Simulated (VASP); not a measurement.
# Ni in VASP: further runs, part 3 of 3

VASP 6.6.1. Earlier steps stand in the parts before.

### 5 Single point, r2SCAN, collinear spin, ferromagnetic start

This run uses another cell than the first one, of 10.91 Å³/atom, 1.030 times its volume.

POSCAR reads:

```
Ni
1.0
    0.0000000000      1.7604383569      1.7604383569
    1.7604383569      0.0000000000      1.7604383569
    1.7604383569      1.7604383569      0.0000000000
Ni
1
Direct
    0.0000000000      0.0000000000      0.0000000000
```

INCAR.step1 reads:

```
PREC     = Accurate       # precision mode
ENCUT    = 650            # plane-wave cutoff, eV
ISMEAR   = -1             # smearing method
SIGMA    = 0.05           # smearing width, eV
LREAL    = False          # projectors in reciprocal space
LASPH    = True           # aspherical terms in the spheres
NELM     = 200            # most SCF steps
ISPIN    = 2              # spin polarisation
MAGMOM   = 1              # initial moments
LMAXMIX  = 4              # l up to which the mixer works
NBANDS   = 19             # bands
GGA      = PE             # functional
ALGO     = Normal         # electronic algorithm
EDIFF    = 1E-5           # SCF threshold, eV
LWAVE    = True           # write WAVECAR
LCHARG   = False          # write CHGCAR
GGA_COMPAT= False
```

INCAR.step2 reads:

```
PREC     = Accurate       # precision mode
ENCUT    = 650            # plane-wave cutoff, eV
EDIFF    = 1E-6           # SCF threshold, eV
ISMEAR   = -1             # smearing method
SIGMA    = 0.05           # smearing width, eV
LREAL    = False          # projectors in reciprocal space
LASPH    = True           # aspherical terms in the spheres
NELM     = 200            # most SCF steps
ALGO     = Normal         # electronic algorithm
ISIF     = 2              # what is computed and relaxed
LWAVE    = False          # write WAVECAR
LCHARG   = False          # write CHGCAR
ISPIN    = 2              # spin polarisation
MAGMOM   = 1              # initial moments
LORBIT   = 11             # projections on sites
LMAXMIX  = 4              # l up to which the mixer works
METAGGA  = R2SCAN         # meta-GGA
LMIXTAU  = True         
NBANDS   = 19             # bands
ISTART   = 1            
GGA_COMPAT= False
```

KPOINTS reads:

```
regular mesh
0
Gamma
  13 13 13
```

Potentials or basis: VASP PAW PBE potentials, release 64 (Ni_sv_GW).

The run is started by

```bash
$ cat potpaw_PBE.64/Ni_sv_GW/POTCAR > POTCAR
$ cp INCAR.step1 INCAR
$ mpirun -np 1 vasp_std > vasp.out
$ cp INCAR.step2 INCAR
$ mpirun -np 1 vasp_std > vasp.out
```

OUTCAR:

```text
PREC = Accurate
   ENCUT = 650
   EDIFF = 1E-6
   ISMEAR = -1
   LREAL = False
   LASPH = True
   NELM = 200
   ISIF = 2
   ISPIN = 2
   LORBIT = 11
   METAGGA = R2SCAN
   ISTART = 1

 ion  position               nearest neighbor table
   1  0.000  0.000  0.000-

  LATTYP: Found a face centered cubic cell.
 ALAT       =     3.5208767138

  Lattice vectors:

 A1 = (   0.0000000000,   1.7604383569,   1.7604383569)
 A2 = (   1.7604383569,   0.0000000000,   1.7604383569)
 A3 = (   1.7604383569,   1.7604383569,   0.0000000000)

Analysis of symmetry for initial positions (statically):
[... 1261 lines left out ...]
  -------------------------------------------------------------------------------------
  Total       -0.7576675     -0.7576675     -0.7576675      0.0000000      0.0000000      0.0000000
  in kB     -111.2491688   -111.2491688   -111.2491688      0.0000000      0.0000000      0.0000000
  external PRESSURE =    -111.2491688 kB  Pullay stress =       0.0000000 kB

 VOLUME and BASIS-vectors are now :
 -----------------------------------------------------------------------------
  energy-cutoff  :      650.00
  volume of cell :       10.91
      direct lattice vectors                 reciprocal lattice vectors
     0.000000000  1.760438357  1.760438357    -0.284020169  0.284020169  0.284020169
     1.760438357  0.000000000  1.760438357     0.284020169 -0.284020169  0.284020169
     1.760438357  1.760438357  0.000000000     0.284020169  0.284020169 -0.284020169

 POSITION                                       TOTAL-FORCE (eV/Angst)
 -----------------------------------------------------------------------------------
      0.00000      0.00000      0.00000         0.000000      0.000000      0.000000
 -----------------------------------------------------------------------------------
    total drift:                                0.000000      0.000000      0.000000

  FREE ENERGIE OF THE ION-ELECTRON SYSTEM (eV)
  ---------------------------------------------------
  free  energy   TOTEN  =       -12.8884675443 eV

  energy  without entropy=      -12.8773085167  energy(sigma->0) =      -12.88288803

 total charge

# of ion       s       p       d       f       tot
--------------------------------------------------
    1        2.238   6.302   7.807   0.005  16.352

 magnetization (x)

# of ion       s       p       d       f       tot
--------------------------------------------------
    1       -0.003  -0.029   0.872  -0.001   0.839
```

OUTCAR.step1:

```text
PREC = Accurate
   ENCUT = 650
   ISMEAR = -1
   LREAL = False
   LASPH = True
   NELM = 200
[... 1292 lines left out ...]
 POSITION                                       TOTAL-FORCE (eV/Angst)
 -----------------------------------------------------------------------------------
      0.00000      0.00000      0.00000        -0.000000      0.000000      0.000000
 -----------------------------------------------------------------------------------
    total drift:                                0.000000      0.000000     -0.000000

  FREE ENERGIE OF THE ION-ELECTRON SYSTEM (eV)
  ---------------------------------------------------
  free  energy   TOTEN  =        -6.4313186845 eV

  energy  without entropy=       -6.4181494569  energy(sigma->0) =       -6.42473407
```

OSZICAR.step1:

```text
N       E                     dE             d eps       ncg     rms          rms(c)
DAV:   1     0.183076815256E+03    0.18308E+03   -0.96187E+03  9047   0.369E+03
DAV:   2    -0.133600764507E+01   -0.18441E+03   -0.17289E+03  9993   0.815E+02
DAV:   3    -0.890547020290E+01   -0.75695E+01   -0.74915E+01 10092   0.216E+02
DAV:   4    -0.900549403565E+01   -0.10002E+00   -0.99998E-01 10035   0.134E+01
DAV:   5    -0.900699186680E+01   -0.14978E-02   -0.14977E-02  9539   0.126E+00    0.143E+01
DAV:   6    -0.785461083185E+01    0.11524E+01   -0.10108E+01  7301   0.295E+02    0.101E+01
DAV:   7    -0.649534985514E+01    0.13593E+01   -0.37211E+00  7398   0.151E+02    0.246E+00
DAV:   8    -0.643074684847E+01    0.64603E-01   -0.55605E-02 11450   0.119E+01    0.400E-01
DAV:   9    -0.643117991832E+01   -0.43307E-03   -0.20308E-03  9920   0.151E+00    0.146E-01
DAV:  10    -0.643126770038E+01   -0.87782E-04   -0.14420E-04 10285   0.908E-01    0.683E-02
DAV:  11    -0.643131956180E+01   -0.51861E-04   -0.74949E-06  7951   0.130E-01    0.173E-02
DAV:  12    -0.643131868452E+01    0.87728E-06   -0.81792E-06  4608   0.200E-01
   1 F= -.64313187E+01 E0= -.64247341E+01  d E =-.131692E-01  mag=     0.6320
```

Run time: 2 min. Hardware: 1 thread of Intel Xeon Platinum 8488C (Sapphire Rapids), shared host; peak memory 0.19 GiB.

Results:

```
Free energy                                           : -12.8885 eV
Pressure                                              : -11.1 GPa
Net moment                                            : 0.76 μB per cell
Site moments                                          : Ni +0.84 μB
Valence electrons inside the program's atomic spheres : Ni 16.35
```

Levels at points of the mesh, in eV from the Fermi level:
Spin up:
```
           k point  band 6  band 7  band 8  band 9  band 10  band 11  band 12  band 13
(0.00, 0.00, 0.00)   -3.05   -3.05   -3.05   -1.73    -1.73    24.20    28.37    28.37
```
Spin down:
| k point | band 6 | band 7 | band 8 | band 9 | band 10 | band 11 |
| --- | --- | --- | --- | --- | --- | --- |
| (0.00, 0.00, 0.00) | -1.61 | -1.61 | -1.61 | -0.94 | -0.94 | 23.76 |

Caveat: the PAW data sets were made with another functional, which shifts forces and pressure a little.

### 6 Single point, r2SCAN, collinear spin, ferromagnetic start

This run uses another cell than the first one, of 10.70 Å³/atom, 1.010 times its volume.

POSCAR reads:

```
Ni
1.0
    0.0000000000      1.7490803739      1.7490803739
    1.7490803739      0.0000000000      1.7490803739
    1.7490803739      1.7490803739      0.0000000000
Ni
1
Direct
    0.0000000000      0.0000000000      0.0000000000
```

INCAR.step1 reads:

```
  PREC = Accurate
  ENCUT = 650
  ISMEAR = -1
  SIGMA = 0.05
  LREAL = False
  LASPH = True
  NELM = 200
  ISPIN = 2
  MAGMOM = 1
  LMAXMIX = 4
  NBANDS = 19
  GGA = PE
  ALGO = Normal
  EDIFF = 1E-5
  LWAVE = True
  LCHARG = False
  GGA_COMPAT = False
```

INCAR.step2 reads:

```
  PREC = Accurate
  ENCUT = 650
  EDIFF = 1E-6
  ISMEAR = -1
  SIGMA = 0.05
  LREAL = False
  LASPH = True
  NELM = 200
  ALGO = Normal
  ISIF = 2
  LWAVE = False
  LCHARG = False
  ISPIN = 2
  MAGMOM = 1
  LORBIT = 11
  LMAXMIX = 4
  METAGGA = R2SCAN
  LMIXTAU = True
  NBANDS = 19
  ISTART = 1
  GGA_COMPAT = False
```

KPOINTS reads:

```
Automatic mesh
0
Gamma
  13 13 13
```

Potentials or basis: VASP PAW PBE potentials, release 64 (Ni_sv_GW).

The run is started by

```bash
$ cat potpaw_PBE.64/Ni_sv_GW/POTCAR > POTCAR
$ cp INCAR.step1 INCAR
$ mpirun -np 1 vasp_std > vasp.out
$ cp INCAR.step2 INCAR
$ mpirun -np 1 vasp_std > vasp.out
```

OUTCAR:

```text
PREC = Accurate
   ENCUT = 650
   EDIFF = 1E-6
   ISMEAR = -1
   LREAL = False
   LASPH = True
   NELM = 200
   ISIF = 2
   ISPIN = 2
   LORBIT = 11
   METAGGA = R2SCAN
   ISTART = 1

 ion  position               nearest neighbor table
   1  0.000  0.000  0.000-

  LATTYP: Found a face centered cubic cell.
 ALAT       =     3.4981607478

  Lattice vectors:

 A1 = (   0.0000000000,   1.7490803739,   1.7490803739)
 A2 = (   1.7490803739,   0.0000000000,   1.7490803739)
 A3 = (   1.7490803739,   1.7490803739,   0.0000000000)

Analysis of symmetry for initial positions (statically):
=====================================================================
 Subroutine PRICEL returns:
 Original cell was already a primitive cell.

 Routine SETGRP: Setting up the symmetry group for a
 face centered cubic supercell.

 Subroutine GETGRP returns: Found 48 space group operations
 (whereof 48 operations were pure point group operations)
 out of a pool of 48 trial point group operations.

The static configuration has the point symmetry O_h .

Analysis of symmetry for dynamics (positions and initial velocities):
=====================================================================
 Subroutine PRICEL returns:
 Original cell was already a primitive cell.

 Routine SETGRP: Setting up the symmetry group for a
 face centered cubic supercell.

 Subroutine GETGRP returns: Found 48 space group operations
 (whereof 48 operations were pure point group operations)
 out of a pool of 48 trial point group operations.

The dynamic configuration has the point symmetry O_h .

Analysis of structural, dynamic, and magnetic symmetry:
=====================================================================
 Subroutine PRICEL returns:
 Original cell was already a primitive cell.

 Routine SETGRP: Setting up the symmetry group for a
 face centered cubic supercell.

 Subroutine GETGRP returns: Found 48 space group operations
 (whereof 48 operations were pure point group operations)
 out of a pool of 48 trial point group operations.

The overall configuration has the point symmetry O_h .

 Subroutine INISYM returns: Found 48 space group operations
 (whereof 48 operations are pure point group operations),
 and found     1 'primitive' translations

----------------------------------------------------------------------------------------

                                     Primitive cell

  volume of cell :      10.7019

  direct lattice vectors                    reciprocal lattice vectors
     0.000000000  1.749080374  1.749080374    -0.285864508  0.285864508  0.285864508
     1.749080374  0.000000000  1.749080374     0.285864508 -0.285864508  0.285864508
     1.749080374  1.749080374  0.000000000     0.285864508  0.285864508 -0.285864508

  length of vectors
     2.473573186  2.473573186  2.473573186     0.495131851  0.495131851  0.495131851

  position of ions in fractional coordinates (direct lattice)
     0.000000000  0.000000000  0.000000000

  ion indices of the primitive-cell ions
   primitive index   ion index
                 1           1

----------------------------------------------------------------------------------------

 KPOINTS: Automatic mesh

Automatic generation of k-mesh.
 Grid dimensions read from file:
 generate k-points for:   13   13   13
[... 45 lines left out ...]
 [... further k-points ...]
   k-points           NKPTS =     84   k-points in BZ     NKDIM =     84   number of bands    NBANDS=     19
   number of dos      NEDOS =    301   number of ions     NIONS =      1
   total plane-waves  NPLWV =  13824
   dimension x,y,z NGX =    24 NGY =   24 NGZ =   24
   dimension x,y,z NGXF=    48 NGYF=   48 NGZF=   48
   ions per type =               1
   NGX,Y,Z   is equivalent  to a cutoff of  16.13, 16.13, 16.13 a.u.
   NGXF,Y,Z  is equivalent  to a cutoff of  32.26, 32.26, 32.26 a.u.
 SYSTEM =  unknown system
   PREC   = accura    normal or accurate (medium, high low for compatibility)
   ISTART =      1    job   : 0-new  1-cont  2-samecut
   ICHARG =      0    charge: 1-file 2-atom 10-const
   ISPIN  =      2    spin polarized calculation?
   LNONCOLLINEAR =      F non collinear calculations
   LSORBIT =      F    spin-orbit coupling
   LASPH  =      T    aspherical Exc in radial PAW
   ENCUT  =  650.0 eV  47.77 Ry    6.91 a.u.   5.14  5.14  5.14*2*pi/ulx,y,z
   NELM   =    200;   NELMIN=  2; NELMDL=  0     # of ELM steps
   EDIFF  = 0.1E-05   stopping-criterion for ELM
   LREAL  =      F    real-space projection
   EDIFFG = 0.1E-04   stopping-criterion for IOM
   NSW    =      0    number of steps for IOM
   IBRION =     -1    ionic relax: 0-MD 1-quasi-New 2-CG
   NFREE  =      0    steps in history (QN), initial steepest desc. (CG)
   ISIF   =      2    stress and relaxation
   ISYM   =      2    0-nonsym 1-usesym 2-fastsym
   POTIM  = 0.5000    time-step for ionic-motion
   TEBEG  =    0.0;   TEEND  =   0.0 temperature during run
   PSTRESS=    0.0 pullay stress
   NELECT =      18.0000    total number of electrons
   NUPDOWN=      -1.0000    fix difference up-down
   EMIN   =  10.00;   EMAX   =-10.00  energy-range for DOS
   EFERMI =   0.00;   METHOD = LEGACY
   ISMEAR =    -1;   SIGMA  =   0.05  broadening in eV -4-tet -1-fermi 0-gaus
   EFERMI_NEDOS =   21; number of points for ismear=-14 and -15
   IALGO  =     38    algorithm
   IMIX   =      4    mixing-type and parameters
     AMIX     =   0.40;   BMIX     =  1.00
     AMIX_MAG =   1.60;   BMIX_MAG =  1.00
  volume/ion in A,a.u.               =      10.70        72.22
  Fermi-wavevector in a.u.,A,eV,Ry     =   1.946910  3.679127 51.572325  3.790459
  Thomas-Fermi vector in A             =   2.975273
   LORBIT       =     11    0 simple, 1 ext, 2 COOP (PROOUT), +10 PAW based schemes
   METAGGA = R2SCAN    functional components
   LHFCALC =     F    Hartree Fock is set to
   AEXX    =    0.0000 exact exchange contribution
   IVDW    =     0    specifies the selected vdW correction
   LEPSILON=     F    determine dielectric tensor
   LRPA    =     F    only Hartree local field effects (RPA)
 spin polarized calculation
  energy-cutoff  :      650.00
  volume of cell :       10.70
 maximum number of plane-waves:       415
 NGX is ok and might be reduce to    24
   NGX = 11   NGY = 11   NGZ = 11

 number of electron      18.0000000 magnetization       0.7395269

 Free energy of the ion-electron system (eV)
  ---------------------------------------------------
  ext. energy  EPLUGINS =         0.00000000
  ---------------------------------------------------
  free energy    TOTEN  =       -12.89626390 eV

  energy without entropy =      -12.88498093  energy(sigma->0) =      -12.89062242

 E-fermi :   8.0213     XC(G=0): -15.2269

 val. band max:        8.0143174279   @ k =  -0.4615   0.3077   0.1538
 cond. band min:       8.0260065614   @ k =   0.3846   0.0769   0.0000
 fundamental gap:      0.0116891336
 Fermi energy:         8.0212790799

 spin component 1

 k-point     1 :       0.0000    0.0000    0.0000
  band No.  band energies     occupation
      1     -99.8318      1.00000
      2     -58.6069      1.00000
      3     -58.6069      1.00000
      4     -58.6069      1.00000
      5      -1.6401      1.00000
      6       4.9574      1.00000
[... 517 lines left out ...]
     18      48.6056      0.00000
     19      57.8167      0.00000

 [... further k-points ...]

 spin component 2

 k-point     1 :       0.0000    0.0000    0.0000
  band No.  band energies     occupation
      1     -98.4666      1.00000
      2     -57.2581      1.00000
      3     -57.2581      1.00000
      4     -57.2581      1.00000
      5      -1.9163      1.00000
      6       6.3492      1.00000
[... 517 lines left out ...]
     18      48.9077      0.00000
     19      58.1256      0.00000

 [... further k-points ...]
[... 5 lines left out ...]
  --------------------------------------------------------------------------------------
  -------------------------------------------------------------------------------------
  Total       -0.4710134     -0.4710134     -0.4710134      0.0000000     -0.0000000      0.0000000
  in kB      -70.5154893    -70.5154893    -70.5154893      0.0000000     -0.0000000      0.0000000
  external PRESSURE =     -70.5154893 kB  Pullay stress =       0.0000000 kB

 VOLUME and BASIS-vectors are now :
 -----------------------------------------------------------------------------
  energy-cutoff  :      650.00
  volume of cell :       10.70
      direct lattice vectors                 reciprocal lattice vectors
     0.000000000  1.749080374  1.749080374    -0.285864508  0.285864508  0.285864508
     1.749080374  0.000000000  1.749080374     0.285864508 -0.285864508  0.285864508
     1.749080374  1.749080374  0.000000000     0.285864508  0.285864508 -0.285864508

 POSITION                                       TOTAL-FORCE (eV/Angst)
 -----------------------------------------------------------------------------------
      0.00000      0.00000      0.00000        -0.000000      0.000000     -0.000000
 -----------------------------------------------------------------------------------
    total drift:                               -0.000000      0.000000      0.000000

  FREE ENERGIE OF THE ION-ELECTRON SYSTEM (eV)
  ---------------------------------------------------
  free  energy   TOTEN  =       -12.8962639025 eV

  energy  without entropy=      -12.8849809302  energy(sigma->0) =      -12.89062242

 total charge

# of ion       s       p       d       f       tot
--------------------------------------------------
    1        2.241   6.313   7.811   0.005  16.371

 magnetization (x)

# of ion       s       p       d       f       tot
--------------------------------------------------
    1       -0.003  -0.030   0.844  -0.001   0.811
```

Wall time 84 s (1 thread of Intel Xeon 6975P-C (Granite Rapids), shared host); peak memory 0.2 GiB.

Results:

* Free energy: -12.8963 eV
* Pressure: -7.1 GPa
* Net moment: 0.74 μB per cell
* Site moments: Ni +0.81 μB
* Valence electrons inside the program's atomic spheres: Ni 16.37

Levels at points of the mesh, in eV from the Fermi level:
Spin up:
```csv
k point,band 5,band 6,band 7,band 8,band 9,band 10,band 11,band 12,band 13,band 14
"(0.00, 0.00, 0.00)",-9.66,-3.06,-3.06,-3.06,-1.73,-1.73,24.37,28.70,28.70,28.70
```
Spin down:
```tsv
k point	band 7	band 8	band 9	band 10	band 11	band 12
(0.00, 0.00, 0.00)	-1.67	-1.67	-0.95	-0.95	23.94	28.78
```

Caveat: the PAW data sets were made with another functional, which shifts forces and pressure a little.

### 7 Overview

| level | potentials or basis | cell | k mesh | cutoff (eV) | second run | gap on the mesh (eV) | pressure (GPa) | moment (μB) |
| --- | --- | --- | --- | --- | --- | --- | --- | --- |
| PBEsol | VASP PAW PBE potentials, release 64 (Ni) | a = 2.470, b = 2.470, c = 2.457 Å, angles 60.2, 60.2, 59.7°, 1 atom | 11 × 11 × 11 | 520 | - | none | -4.8 | 0.57 |
| PBEsol | VASP PAW PBE potentials, release 64 (Ni) | a = 2.482, b = 2.482, c = 2.457 Å, angles 60.3, 60.3, 59.3°, 1 atom | 11 × 11 × 11 | 520 | - | none | -6.7 | 0.57 |
| PBEsol | VASP PAW PBE potentials, release 64 (Ni) | a = 2.507, b = 2.507, c = 2.457 Å, angles 60.7, 60.7, 58.7°, 1 atom | 11 × 11 × 11 | 520 | - | none | -10.2 | 0.58 |
| r2SCAN | VASP PAW PBE potentials, release 64 (Ni_sv_GW) | a = 2.490 Å, angles 60.0°, 1 atom | 13 × 13 × 13 | 650 | valence_matched | none | -11.1 | 0.76 |
| r2SCAN | VASP PAW PBE potentials, release 64 (Ni_sv_GW) | a = 2.474 Å, angles 60.0°, 1 atom | 13 × 13 × 13 | 650 | valence_matched | none | -7.1 | 0.74 |

Alike in all rows: task single point; spin collinear, ferromagnetic start; smearing fermi-dirac 0.05 eV.

Caveats: the PAW data sets were made with another functional, which shifts forces and pressure a little.

Total energies depend on the potentials used, so only differences within one code and one set of settings carry meaning.
